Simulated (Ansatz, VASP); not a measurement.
**Ta3Cu: VASP beside Ansatz**

```
Ta Cu
1.0
    -2.03291    2.03291    4.26355
     2.03291   -2.03291    4.26355
     2.03291    2.03291   -4.26355
Ta Cu
3 1
Direct
  0.50000 0.50000 0.00000
  0.25000 0.75000 0.50000
  0.75000 0.25000 0.50000
  0.00000 0.00000 0.00000
```

Alike in both runs: task single point; functional LDA; k mesh 9 × 9 × 9; occupations fermi-dirac, width 0.05 eV; no spin polarisation.

```csv
,VASP,Ansatz
version,VASP 6.6.1,Ansatz 0.2.0
potentials or method,"VASP PAW LDA potentials, release 64 (Ta_pv, Cu)",Ansatz PAW
plane-wave cutoff (eV),520,420
valence electrons in the cell,44,58
```

|  | VASP | Ansatz | Ansatz less VASP |
| --- | --- | --- | --- |
| gap on the k mesh at the Fermi level (eV) | none | none | - |
| pressure (GPa) | -16.5 | -17.1 | -0.59 |
| traceless stress, the component that is largest in VASP (GPa) | -0.31 | -0.18 | +0.127 |

LDA's correlation is that of Perdew and Zunger in VASP and of Perdew and Wang (1992) in Ansatz. A gap of «none» marks a metal or a gap that the smearing closes. VASP's potentials hold 44 valence electrons a cell and Ansatz's 58, so a difference there can come from the potentials and not from the codes.

Spin-orbit coupling is off throughout.
